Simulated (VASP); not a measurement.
Wanted: the native input for a VASP 6.6.1 run.

```yaml
Task: single point
Functional: PBE
Potentials_or_basis: VASP PAW PBE potentials, release 64 (O, H, C)
Cutoff: 520 eV
k_mesh: 1 × 1 × 1
Occupations: fermi-dirac, width 0.05 eV
Spin: no spin polarisation
Dipole_correction: no
Further_INCAR_settings: LREAL = Auto; ALGO = Normal; EDIFF = 1e-07; NBANDS = 37
```

The structure of H8CO6 lies in POSCAR:

```
H8CO6
1.0
    5.4665340000      0.0000000000      0.0000000000
    0.0000000000      5.5081060000      0.0000000000
    0.0000000000      0.0000000000      5.2027780000
O H C
6 8 1
Direct
    0.4560659460      0.1277390087      0.1808456944
    0.0942461896      0.8881818905      0.5208755784
    0.7529999813      0.4886979299      0.3961153061
    0.6661259218      0.8308663631      0.8203309847
    0.2231029753      0.5694516409      0.9417661103
   -0.0808739139      0.2565673210      0.9230069013
    0.5504401875      0.0383979539      0.0552589405
    0.3380569846      0.0225304306      0.2719700898
    0.2245847186      0.8410150422      0.6345648421
    0.0448913333      0.7392922358      0.4373240603
    0.6539792856      0.3442925753      0.3406257196
    0.6848580838      0.6024575417      0.2665883495
    0.6200089490      0.7046886897      0.6948595539
    0.8181600993      0.9002186959      0.7475621677
    0.0685443464      0.4188009454      0.9403245728
```

The input as run:

INCAR

```
SYSTEM = H8CO6
PREC = Accurate ; ENCUT = 520
EDIFF = 1E-7 ; ISMEAR = -1
SIGMA = 0.05 ; LREAL = Auto
LASPH = .True. ; NELM = 80
ALGO = Normal ; ISIF = 2
LWAVE = .False. ; LCHARG = .False.
GGA = PE ; NBANDS = 37
```

KPOINTS

```
Automatic mesh
0
Gamma
  1 1 1
  0 0 0
```

Potentials or basis: VASP PAW PBE potentials, release 64 (O, H, C).

Command:

```bash
$ cat potpaw_PBE.64/O/POTCAR potpaw_PBE.64/H/POTCAR potpaw_PBE.64/C/POTCAR > POTCAR
$ mpirun -np 1 vasp_gam > vasp.out
```

It gave:

The pressure is -1.2 GPa and the largest force is 3.805 eV/Å.

Caveat: the k points lie up to 1.21 Å⁻¹ apart; the atoms stand as in a frame of molecular dynamics.

Run time: 22 s on 1 thread of Intel Xeon 8259CL, on a shared host, peak memory 0.23 GiB.
